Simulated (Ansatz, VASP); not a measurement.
**BaSiGe: VASP beside Ansatz**

```
Ba Si Ge
1.0
     4.65713    0.00000    0.00000
     0.00000    4.65713    0.00000
     0.00000    0.00000   40.04903
Ba Si Ge
2 2 2
Direct
  0.00000 0.00000 0.21634
  0.50000 0.50000 0.35796
  0.50000 0.50000 0.21784
  0.00000 0.00000 0.35646
  0.50000 0.50000 0.27434
  0.00000 0.00000 0.29995
```

Alike in both runs: task single point; functional PBE; dispersion D3(BJ); k mesh 8 × 8 × 1; occupations gaussian, width 0.1 eV; no spin polarisation.

|  | VASP | Ansatz |
| --- | --- | --- |
| version | VASP 6.6.1 | Ansatz 0.2.0 |
| potentials or method | VASP PAW PBE potentials, release 64 (Ba_sv, Si, Ge_d), cutoff 520 eV | scalar-relativistic, plane waves, PAW |
| valence electrons in the cell | 56 | 56 |

Ansatz gave:

| Property | Result |
| --- | --- |
| gap on the k mesh at the Fermi level (eV) | none |
| rms of the force components (eV/Å) | 0.001 |

What did VASP give for the same quantities?

gap on the k mesh at the Fermi level (eV): none; rms of the force components (eV/Å): 0.007.

Atom by atom the forces differ by 0.007 eV/Å (rms over components). A gap of «none» marks a metal or a gap that the smearing closes.

Spin-orbit coupling is off throughout.
